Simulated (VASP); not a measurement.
The system is LuSb.

```
CELL_PARAMETERS angstrom
0.00000 3.02500 3.02500
3.02500 0.00000 3.02500
3.02500 3.02500 0.00000
ATOMIC_POSITIONS crystal
Lu 0.00000 0.00000 0.00000
Sb 0.50000 0.50000 0.50000
```

| Property | Result |
| --- | --- |
| Program | VASP 6.6.1 |
| Task | relaxation of cell and atoms |
| Functional | LDA |
| Potentials or basis | VASP PAW PBE potentials, release 64 (Lu, Sb) |
| Cutoff | 600 eV |
| k mesh | 12 × 12 × 12 |
| Occupations | methfessel-paxton, width 0.05 eV |
| Spin | no spin polarisation |

At the start: pressure -3.4 GPa; volume 27.68 Å³/atom.

Q: Where does the relaxation end?

A: Over 3 steps the energy falls by 15.9 meV/atom and the volume is 26.26 Å³/atom (-5.1 %); space group Fm-3m (No. 225, to 0.1 Å) before and after.

The path:
```
step  energy change (eV)  largest force (eV/Å)  pressure (GPa)  volume (Å³)
   1              0.0000                0.0000           -3.44        55.36
   2             -0.0175                0.0000            2.67        50.74
   3             -0.0319                0.0000           -0.04        52.52
```

Final structure:
```
Lu Sb
1.0
     0.00000    2.97240    2.97240
     2.97240    0.00000    2.97240
     2.97240    2.97240    0.00000
Lu Sb
1 1
Cartesian
  0.0000 0.0000 0.0000
  2.9724 2.9724 2.9724
```

Caveat: the PAW data sets were made with another functional, which shifts forces and pressure a little.
